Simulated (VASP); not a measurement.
Write the native input for VASP 6.6.1 that does the following.

| Property | Result |
| --- | --- |
| Task | single point |
| Functional | r2SCAN |
| Potentials or basis | VASP PAW PBE potentials, release 64 (Al, Cu) |
| Cutoff | 520 eV |
| k mesh | 10 × 10 × 10 |
| Occupations | gaussian, width 0.1 eV |
| Spin | no spin polarisation |
| Dipole correction | no |
| Further INCAR settings | ALGO = Normal; EDIFF = 1e-06; NBANDS = 18 |

Crystal: Al3Cu.

```
Al Cu
1.0
     3.92415    0.00000    0.00000
     0.00000    3.92415    0.00000
     0.00000    0.00000    3.92415
Al Cu
3 1
Direct
  0.00000 0.50000 0.50000
  0.50000 0.00000 0.50000
  0.50000 0.50000 0.00000
  0.00000 0.00000 0.00000
```

These files were run (other wordings do the same):

POSCAR

```
Al3Cu
1.0
    3.9241510000      0.0000000000      0.0000000000
    0.0000000000      3.9241510000      0.0000000000
    0.0000000000      0.0000000000      3.9241510000
Al Cu
3 1
Direct
    0.0000000000      0.5000000000      0.5000000000
    0.5000000000      0.0000000000      0.5000000000
    0.5000000000      0.5000000000      0.0000000000
    0.0000000000      0.0000000000      0.0000000000
```

INCAR.step1

```
SYSTEM = Al3Cu
  ALGO = Normal
  EDIFF = 1E-4
  ENCUT = 520
  GGA = PE
  ISMEAR = 0
  LASPH = .TRUE.
  LCHARG = .FALSE.
  LREAL = .FALSE.
  LWAVE = .TRUE.
  NBANDS = 18
  NELM = 100
  PREC = Accurate
  SIGMA = 0.1
```

INCAR.step2

```
SYSTEM = Al3Cu
  ALGO = Normal
  EDIFF = 1E-6
  ENCUT = 520
  ISIF = 2
  ISMEAR = 0
  ISTART = 1
  LASPH = .TRUE.
  LCHARG = .FALSE.
  LMIXTAU = .TRUE.
  LREAL = .FALSE.
  LWAVE = .FALSE.
  METAGGA = R2SCAN
  NBANDS = 18
  NELM = 100
  PREC = Accurate
  SIGMA = 0.1
```

KPOINTS

```
k-points
0
G
  10 10 10
  0 0 0
```

Potentials or basis: VASP PAW PBE potentials, release 64 (Al, Cu).

The run is started by

```sh
$ cat potpaw_PBE.64/Al/POTCAR potpaw_PBE.64/Cu/POTCAR > POTCAR
$ cp INCAR.step1 INCAR
$ mpirun -np 1 vasp_std > vasp.out
$ cp INCAR.step2 INCAR
$ mpirun -np 1 vasp_std > vasp.out
```

Results of the run:

* Pressure: -2.8 GPa
* Band gap on the k mesh: zero (band 10 reaches 9.79 eV, above the bottom of band 11 at 6.26 eV)

Caveat: the PAW data sets were made with another functional, which shifts forces and pressure a little.

Run time: 3 min on 1 thread of Intel Xeon 6975P-C, with other jobs on the host, peak memory 0.2 GiB.
